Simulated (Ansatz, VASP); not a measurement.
## Two plane-wave programs on Si

File INCAR:

```
PREC = Accurate
ENCUT = 500
EDIFF = 1E-6
ISMEAR = 0
SIGMA = 0.1
LREAL = F
LASPH = T
NELM = 120
ALGO = Normal
ISIF = 2
LWAVE = F
LCHARG = T
LELF = T
LVHAR = T
NBANDS = 26
GGA_COMPAT = F
```

The input KPOINTS:

```
regular mesh
0
Gamma
  6 6 2
```

File POSCAR:

```
Si
1.0
    3.7948000000      0.0000000000      0.0000000000
   -1.8974000000      3.2863932023      0.0000000000
    0.0000000000      0.0000000000     12.7099000000
Si
8
Direct
    0.0000000000      0.0000000000      0.4062000000
    0.0000000000      0.0000000000      0.9062000000
    0.0000000000      0.0000000000      0.0938000000
    0.0000000000      0.0000000000      0.5938000000
    0.3333333333      0.6666666667      0.3437000000
    0.6666666667      0.3333333333      0.8437000000
    0.3333333333      0.6666666667      0.1563000000
    0.6666666667      0.3333333333      0.6563000000
```

Input for Ansatz:

```yaml
crystal:
  lattice:
    - [3.7948, 0.0, 0.0]
    - [-1.8974, 3.2863932023, 0.0]
    - [0.0, 0.0, 12.7099]
  atoms:
    - { symbol: Si, position: [0.0, 0.0, 0.4062] }
    - { symbol: Si, position: [0.0, 0.0, 0.9062] }
    - { symbol: Si, position: [0.0, 0.0, 0.0938] }
    - { symbol: Si, position: [0.0, 0.0, 0.5938] }
    - { symbol: Si, position: [0.3333333333, 0.6666666667, 0.3437] }
    - { symbol: Si, position: [0.6666666667, 0.3333333333, 0.8437] }
    - { symbol: Si, position: [0.3333333333, 0.6666666667, 0.1563] }
    - { symbol: Si, position: [0.6666666667, 0.3333333333, 0.6563] }
basis:
  ecutwfc: 420
kpoints:
  mp_grid: { grid: [6, 6, 2] }
hamiltonian:
  xc: lda
scf:
  occupations: { method: gaussian, width: 0.1 }
output:
  forces: true
  stress: true
  eigenvalues: true
```

Alike in both runs: task single point; functional LDA; k mesh 6 × 6 × 2; occupations gaussian, width 0.1 eV; no spin polarisation.

```csv
,VASP,Ansatz
version,VASP 6.6.1,Ansatz 0.2.0
potentials or method,"VASP PAW LDA potentials, release 64 (Si), cutoff 500 eV","scalar-relativistic, plane waves, PAW"
valence electrons in the cell,32,32
```

Ansatz gave:

| Property | Result |
| --- | --- |
| gap on the k mesh at the Fermi level (eV) | 0.50 |
| least direct gap on the mesh (eV) | 1.39 |
| pressure (GPa) | -0.5 |
| traceless stress, the component that is largest in VASP (GPa) | -2.96 |
| rms of the force components (eV/Å) | 0.136 |

Which values does VASP return?

gap on the k mesh at the Fermi level (eV): 0.50; least direct gap on the mesh (eV): 1.40; pressure (GPa): -0.5; traceless stress, the component that is largest in VASP (GPa): -2.97; rms of the force components (eV/Å): 0.137.

LDA's correlation is that of Perdew and Zunger in VASP and of Perdew and Wang (1992) in Ansatz. Atom by atom the forces differ by 0.000 eV/Å (rms over components).
